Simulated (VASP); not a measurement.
# MgO (rock salt) (Fm-3m) in VASP: a series of runs

MgO (rock salt) is run at these levels: PBE; tasks: single point.

Everything below comes from runs of VASP 6.6.1. Logs are shortened: lines on timing, memory, paths and dates and some standing lists are left out, and cuts for length are marked.

### Step 1. The cell of the first run

The structure is cubic, space group Fm-3m (No. 225). Conventional cell: a = 3.470 Å, b = 3.470 Å, c = 3.470 Å, α = 90.00°, β = 90.00°, γ = 90.00°. Within 2.3 Å of Mg (site symmetry m-3m) lie 6 O at 1.74 Å. O (site symmetry m-3m) has 6 Mg at 1.74 Å within 2.3 Å.

### Step 2. Single point, PBE (volume scaled by 0.56)

INCAR reads:

```
PREC     = Accurate       # precision mode
ENCUT    = 600            # plane-wave cutoff, eV
EDIFF    = 1E-6           # SCF threshold, eV
ISMEAR   = 0              # smearing method
SIGMA    = 0.01           # smearing width, eV
LREAL    = F              # projectors in reciprocal space
LASPH    = T              # aspherical terms in the spheres
NELM     = 120            # most SCF steps
ALGO     = Normal         # electronic algorithm
ISIF     = 2              # what is computed and relaxed
LWAVE    = F              # write WAVECAR
LCHARG   = T              # write CHGCAR
GGA      = PE             # functional
LELF     = T              # ELF
LVHAR    = T            
NBANDS   = 11             # bands
GGA_COMPAT= F
```

KPOINTS reads:

```
Automatic mesh
0
Gamma
  10 10 10
```

POSCAR reads:

```
MgO
1.0
    0.0000000000      1.7350611112      1.7350611112
    1.7350611112      0.0000000000      1.7350611112
    1.7350611112      1.7350611112      0.0000000000
Mg O
1 1
Direct
    0.0000000000      0.0000000000      0.0000000000
    0.5000000000      0.5000000000      0.5000000000
```

Potentials or basis: VASP PAW PBE potentials, release 64 (Mg, O).

The run is started by

```console
$ cat potpaw_PBE.64/Mg/POTCAR potpaw_PBE.64/O/POTCAR > POTCAR
$ mpirun -np 1 vasp_std > vasp.out
```

OUTCAR:

```text
PREC = Accurate
   ENCUT = 600
   EDIFF = 1E-6
   ISMEAR = 0
   LREAL = F
   LASPH = T
   NELM = 120
   ISIF = 2
   GGA = PE

 ion  position               nearest neighbor table
   1  0.000  0.000  0.000-   2 1.74   2 1.74   2 1.74   2 1.74   2 1.74   2 1.74
   2  0.500  0.500  0.500-   1 1.74   1 1.74   1 1.74   1 1.74   1 1.74   1 1.74

  LATTYP: Found a face centered cubic cell.
 ALAT       =     3.4701222224

  Lattice vectors:

 A1 = (   0.0000000000,   1.7350611112,   1.7350611112)
 A2 = (   1.7350611112,   0.0000000000,   1.7350611112)
 A3 = (   1.7350611112,   1.7350611112,   0.0000000000)

Analysis of symmetry for initial positions (statically):
=====================================================================
 Subroutine PRICEL returns:
 Original cell was already a primitive cell.

 Routine SETGRP: Setting up the symmetry group for a
 face centered cubic supercell.

 Subroutine GETGRP returns: Found 48 space group operations
 (whereof 48 operations were pure point group operations)
 out of a pool of 48 trial point group operations.

The static configuration has the point symmetry O_h .

Analysis of symmetry for dynamics (positions and initial velocities):
=====================================================================
 Subroutine PRICEL returns:
 Original cell was already a primitive cell.

 Routine SETGRP: Setting up the symmetry group for a
 face centered cubic supercell.

 Subroutine GETGRP returns: Found 48 space group operations
 (whereof 48 operations were pure point group operations)
 out of a pool of 48 trial point group operations.

The dynamic configuration has the point symmetry O_h .

 Subroutine INISYM returns: Found 48 space group operations
 (whereof 48 operations are pure point group operations),
 and found     1 'primitive' translations

----------------------------------------------------------------------------------------

                                     Primitive cell

  volume of cell :      10.4466

  direct lattice vectors                    reciprocal lattice vectors
     0.000000000  1.735061111  1.735061111    -0.288174288  0.288174288  0.288174288
     1.735061111  0.000000000  1.735061111     0.288174288 -0.288174288  0.288174288
     1.735061111  1.735061111  0.000000000     0.288174288  0.288174288 -0.288174288

  length of vectors
     2.453746955  2.453746955  2.453746955     0.499132508  0.499132508  0.499132508

  position of ions in fractional coordinates (direct lattice)
     0.000000000  0.000000000  0.000000000
     0.500000000  0.500000000  0.500000000

  ion indices of the primitive-cell ions
   primitive index   ion index
                 1           1
                 2           2

----------------------------------------------------------------------------------------

 KPOINTS: Automatic mesh

Automatic generation of k-mesh.
 Grid dimensions read from file:
 generate k-points for:   10   10   10

 Generating k-lattice:

  Cartesian coordinates                     Fractional coordinates (reciprocal lattice)
    -0.028817429  0.028817429  0.028817429     0.100000000  0.000000000  0.000000000
     0.028817429 -0.028817429  0.028817429     0.000000000  0.100000000  0.000000000
     0.028817429  0.028817429 -0.028817429     0.000000000  0.000000000  0.100000000

  Length of vectors
     0.049913251  0.049913251  0.049913251

  Shift w.r.t. Gamma in fractional coordinates (k-lattice)
     0.000000000  0.000000000  0.000000000

 Subroutine IBZKPT returns following result:
 ===========================================

 Found     47 irreducible k-points:

 Following reciprocal coordinates:
            Coordinates               Weight
  0.000000  0.000000  0.000000      1.000000
  0.100000  0.000000  0.000000      8.000000
  0.200000  0.000000  0.000000      8.000000
  0.300000  0.000000  0.000000      8.000000
  0.400000  0.000000  0.000000      8.000000
  0.500000  0.000000  0.000000      4.000000
[... 16 lines left out ...]
  0.300000  0.300000  0.000000      6.000000
  0.400000  0.300000  0.000000     24.000000
 [... further k-points ...]
   k-points           NKPTS =     47   k-points in BZ     NKDIM =     47   number of bands    NBANDS=     11
   number of dos      NEDOS =    301   number of ions     NIONS =      2
   total plane-waves  NPLWV =   8000
   dimension x,y,z NGX =    20 NGY =   20 NGZ =   20
   dimension x,y,z NGXF=    40 NGYF=   40 NGZF=   40
   ions per type =               1   1
   NGX,Y,Z   is equivalent  to a cutoff of  13.55, 13.55, 13.55 a.u.
   NGXF,Y,Z  is equivalent  to a cutoff of  27.10, 27.10, 27.10 a.u.
 SYSTEM =  unknown system
   PREC   = accura    normal or accurate (medium, high low for compatibility)
   ISTART =      0    job   : 0-new  1-cont  2-samecut
   ICHARG =      2    charge: 1-file 2-atom 10-const
   ISPIN  =      1    spin polarized calculation?
   LNONCOLLINEAR =      F non collinear calculations
   LSORBIT =      F    spin-orbit coupling
   LASPH  =      T    aspherical Exc in radial PAW
   ENCUT  =  600.0 eV  44.10 Ry    6.64 a.u.   4.90  4.90  4.90*2*pi/ulx,y,z
   NELM   =    120;   NELMIN=  2; NELMDL= -5     # of ELM steps
   EDIFF  = 0.1E-05   stopping-criterion for ELM
   LREAL  =      F    real-space projection
   EDIFFG = 0.1E-04   stopping-criterion for IOM
   NSW    =      0    number of steps for IOM
   IBRION =     -1    ionic relax: 0-MD 1-quasi-New 2-CG
   NFREE  =      0    steps in history (QN), initial steepest desc. (CG)
   ISIF   =      2    stress and relaxation
   ISYM   =      2    0-nonsym 1-usesym 2-fastsym
   POTIM  = 0.5000    time-step for ionic-motion
   TEBEG  =    0.0;   TEEND  =   0.0 temperature during run
   PSTRESS=    0.0 pullay stress
   NELECT =       8.0000    total number of electrons
   NUPDOWN=      -1.0000    fix difference up-down
   EMIN   =  10.00;   EMAX   =-10.00  energy-range for DOS
   EFERMI =   0.00;   METHOD = LEGACY
   ISMEAR =     0;   SIGMA  =   0.01  broadening in eV -4-tet -1-fermi 0-gaus
   EFERMI_NEDOS =   21; number of points for ismear=-14 and -15
   IALGO  =     38    algorithm
   IMIX   =      4    mixing-type and parameters
     AMIX     =   0.40;   BMIX     =  1.00
     AMIX_MAG =   1.60;   BMIX_MAG =  1.00
  volume/ion in A,a.u.               =       5.22        35.25
  Fermi-wavevector in a.u.,A,eV,Ry     =   1.497775  2.830385 30.522377  2.243331
  Thomas-Fermi vector in A             =   2.609620
   LORBIT       =      0    0 simple, 1 ext, 2 COOP (PROOUT), +10 PAW based schemes
   GGA     = PE    functional components
   LHFCALC =     F    Hartree Fock is set to
   AEXX    =    0.0000 exact exchange contribution
   IVDW    =     0    specifies the selected vdW correction
   LEPSILON=     F    determine dielectric tensor
   LRPA    =     F    only Hartree local field effects (RPA)
 non-spin polarized calculation
 Gauss-broadening in eV      SIGMA  =   0.01
  energy-cutoff  :      600.00
  volume of cell :       10.45
 maximum number of plane-waves:       360
   NGX =  9   NGY =  9   NGZ =  9

 number of electron       8.0000001 magnetization

 Free energy of the ion-electron system (eV)
  ---------------------------------------------------
  ext. energy  EPLUGINS =         0.00000000
  ---------------------------------------------------
  free energy    TOTEN  =        -6.65288799 eV

  energy without entropy =       -6.65288799  energy(sigma->0) =       -6.65288799

 E-fermi :   9.4425     XC(G=0): -14.1780

 val. band max:        9.2421317662   @ k =   0.0000   0.0000   0.0000
 cond. band min:      18.1806155645   @ k =   0.5000   0.5000   0.0000
 fundamental gap:      8.9384837983
 Fermi energy:         9.4425384619

 k-point     1 :       0.0000    0.0000    0.0000
  band No.  band energies     occupation
      1     -12.0917      2.00000
      2       9.2421      2.00000
      3       9.2421      2.00000
      4       9.2421      2.00000
      5      22.0417      0.00000
      6      28.0572      0.00000
      7      28.0572      0.00000
      8      28.0572      0.00000
      9      33.8342      0.00000
     10      36.5063      0.00000
     11      36.5064      0.00000

 k-point     2 :       0.1000    0.0000    0.0000
  band No.  band energies     occupation
      1     -11.8430      2.00000
      2       8.4004      2.00000
      3       9.0532      2.00000
      4       9.0532      2.00000
      5      22.5569      0.00000
      6      26.6156      0.00000
      7      28.5512      0.00000
      8      28.5512      0.00000
      9      36.4516      0.00000
     10      36.4516      0.00000
     11      36.5771      0.00000

 k-point     3 :       0.2000    0.0000    0.0000
  band No.  band energies     occupation
      1     -11.1382      2.00000
      2       6.3776      2.00000
      3       8.5850      2.00000
      4       8.5850      2.00000
      5      22.8963      0.00000
      6      25.9043      0.00000
      7      29.8318      0.00000
      8      29.8318      0.00000
      9      36.5144      0.00000
     10      36.5144      0.00000
     11      41.2098      0.00000

 k-point     4 :       0.3000    0.0000    0.0000
  band No.  band energies     occupation
      1     -10.1186      2.00000
      2       4.0298      2.00000
      3       8.0514      2.00000
      4       8.0514      2.00000
      5      22.1420      0.00000
      6      27.2617      0.00000
      7      31.2834      0.00000
      8      31.2834      0.00000
      9      37.2306      0.00000
     10      37.2306      0.00000
     11      42.6643      0.00000
[... 239 lines left out ...]
 k-point    22 :      -0.2000    0.2000    0.0000
  band No.  band energies     occupation
      1      -9.8493      2.00000
      2       4.3742      2.00000
      3       6.6643      2.00000
      4       7.9526      2.00000
      5      24.2360      0.00000
      6      24.8975      0.00000
      7      31.9442      0.00000
      8      32.0339      0.00000
      9      35.4867      0.00000
     10      38.3211      0.00000
     11      46.2675      0.00000

 k-point    23 :       0.3000    0.3000    0.0000
  band No.  band energies     occupation
      1      -9.7361      2.00000
      2       4.1373      2.00000
      3       7.5658      2.00000
      4       7.5658      2.00000
      5      20.1217      0.00000
      6      26.2010      0.00000
      7      31.5770      0.00000
      8      35.0733      0.00000
      9      35.0733      0.00000
     10      40.4692      0.00000
     11      50.0637      0.00000

 k-point    24 :       0.4000    0.3000    0.0000
  band No.  band energies     occupation
      1      -9.1073      2.00000
      2       3.3248      2.00000
      3       6.8670      2.00000
      4       7.2921      2.00000
      5      19.9416      0.00000
      6      27.0125      0.00000
      7      30.5292      0.00000
      8      36.2524      0.00000
      9      36.6824      0.00000
     10      42.0663      0.00000
     11      49.7788      0.00000

 [... further k-points ...]

------------------------ aborting loop because EDIFF is reached ----------------------------------------

  FORCE on cell =-STRESS in cart. coord.  units (eV):
  Direction    XX          YY          ZZ          XY          YZ          ZX
  --------------------------------------------------------------------------------------
  -------------------------------------------------------------------------------------
  Total       21.3820285     21.3820285     21.3820285     -0.0000000      0.0000000     -0.0000000
  in kB     3279.3303156   3279.3303156   3279.3303156     -0.0000000      0.0000000     -0.0000000
  external PRESSURE =    3279.3303156 kB  Pullay stress =       0.0000000 kB

 VOLUME and BASIS-vectors are now :
 -----------------------------------------------------------------------------
  energy-cutoff  :      600.00
  volume of cell :       10.45
      direct lattice vectors                 reciprocal lattice vectors
     0.000000000  1.735061111  1.735061111    -0.288174288  0.288174288  0.288174288
     1.735061111  0.000000000  1.735061111     0.288174288 -0.288174288  0.288174288
     1.735061111  1.735061111  0.000000000     0.288174288  0.288174288 -0.288174288

 POSITION                                       TOTAL-FORCE (eV/Angst)
 -----------------------------------------------------------------------------------
      0.00000      0.00000      0.00000         0.000000      0.000000     -0.000000
      1.73506      1.73506      1.73506        -0.000000     -0.000000      0.000000
 -----------------------------------------------------------------------------------
    total drift:                                0.000000      0.000000      0.000000

  FREE ENERGIE OF THE ION-ELECTRON SYSTEM (eV)
  ---------------------------------------------------
  free  energy   TOTEN  =        -6.6528879883 eV

  energy  without entropy=       -6.6528879883  energy(sigma->0) =       -6.65288799
```

Wall time 6 s (1 thread of Intel Xeon 6975P-C (Granite Rapids), shared host); peak memory 0.13 GiB.

What came out:

```yaml
Free_energy: -6.6529 eV
Pressure: 327.9 GPa
Band_gap_on_the_k_mesh: 8.94 eV, indirect (least direct gap 11.24 eV)
```

 A k mesh can miss the band edges.

### Step 3. Single point, PBE (volume scaled by 0.52)

INCAR reads:

```
PREC = Accurate
ENCUT = 600
EDIFF = 1E-6
ISMEAR = 0
SIGMA = 0.01
LREAL = False
LASPH = True
NELM = 120
ALGO = Normal
ISIF = 2
LWAVE = False
LCHARG = False
GGA = PE
NBANDS = 11
GGA_COMPAT = False
```

KPOINTS is that of step 2.

POSCAR reads:

```
MgO
1.0
    0.0000000000      1.6927255444      1.6927255444
    1.6927255444      0.0000000000      1.6927255444
    1.6927255444      1.6927255444      0.0000000000
Mg O
1 1
Direct
    0.0000000000      0.0000000000      0.0000000000
    0.5000000000      0.5000000000      0.5000000000
```

Potentials or basis: VASP PAW PBE potentials, release 64 (Mg, O).

The run is started by

```console
$ cat potpaw_PBE.64/Mg/POTCAR potpaw_PBE.64/O/POTCAR > POTCAR
$ mpirun -np 1 vasp_std > vasp.out
```

Wall time 4.4 s (1 thread of Intel Xeon 6975P-C (Granite Rapids), shared host); peak memory 0.13 GiB.

The run converged. Its results:

```yaml
Free_energy: -4.8935 eV
Pressure: 430.8 GPa
Band_gap_on_the_k_mesh: 8.75 eV, indirect (least direct gap 11.17 eV)
```

Levels at points of the mesh, in eV from the valence-band top:
```tsv
k point	band 1	band 2	band 3	band 4	band 5	band 6	band 7	band 8	band 9
(0.00, 0.00, 0.00)	-21.99	0.00	0.00	0.00	14.23	19.14	19.14	19.14	25.20
(0.50, 0.00, 0.00)	-18.12	-8.48	-1.97	-1.97	12.81	20.98	24.19	24.19	31.95
(0.50, 0.50, 0.00)	-17.99	-7.30	-2.43	-2.43	8.75	19.52	21.90	31.71	31.71
```

 A k mesh can miss the band edges.

### Step 4. Single point, PBE (volume scaled by 0.6)

INCAR reads:

```
  PREC = Accurate
  ENCUT = 600
  EDIFF = 1E-6
  ISMEAR = 0
  SIGMA = 0.01
  LREAL = False
  LASPH = True
  NELM = 120
  ALGO = Normal
  ISIF = 2
  LWAVE = False
  LCHARG = True
  GGA = PE
  LELF = True
  LVHAR = True
  NBANDS = 11
  GGA_COMPAT = False
```

KPOINTS reads:

```
regular mesh
0
Gamma
  10 10 10
```

POSCAR reads:

```
MgO
1.0
    0.0000000000      1.7754257605      1.7754257605
    1.7754257605      0.0000000000      1.7754257605
    1.7754257605      1.7754257605      0.0000000000
Mg O
1 1
Direct
    0.0000000000      0.0000000000      0.0000000000
    0.5000000000      0.5000000000      0.5000000000
```

The run is started by

```console
$ cat potpaw_PBE.64/Mg/POTCAR potpaw_PBE.64/O/POTCAR > POTCAR
$ mpirun -np 1 vasp_std > vasp.out
```

Run time: 6.4 s. Hardware: 1 thread of Intel Xeon 6975P-C (Granite Rapids), shared host; peak memory 0.12 GiB.

Results (log left out):

| Item | Value |
| --- | --- |
| Free energy | -7.9967 eV |
| Pressure | 251.0 GPa |
| Band gap on the k mesh | 9.07 eV, indirect (least direct gap 11.25 eV) |

Levels at points of the mesh, in eV from the valence-band top:
```csv
k point,band 2,band 3,band 4,band 5,band 6,band 7
"(0.00, 0.00, 0.00)",0.00,0.00,0.00,11.56,18.50,18.50
"(0.50, 0.00, 0.00)",-7.46,-1.55,-1.55,11.62,19.02,22.26
"(0.50, 0.50, 0.00)",-6.54,-2.18,-2.18,9.07,16.95,19.64
```

 A k mesh can miss the band edges.

[end of part 1 of 2]
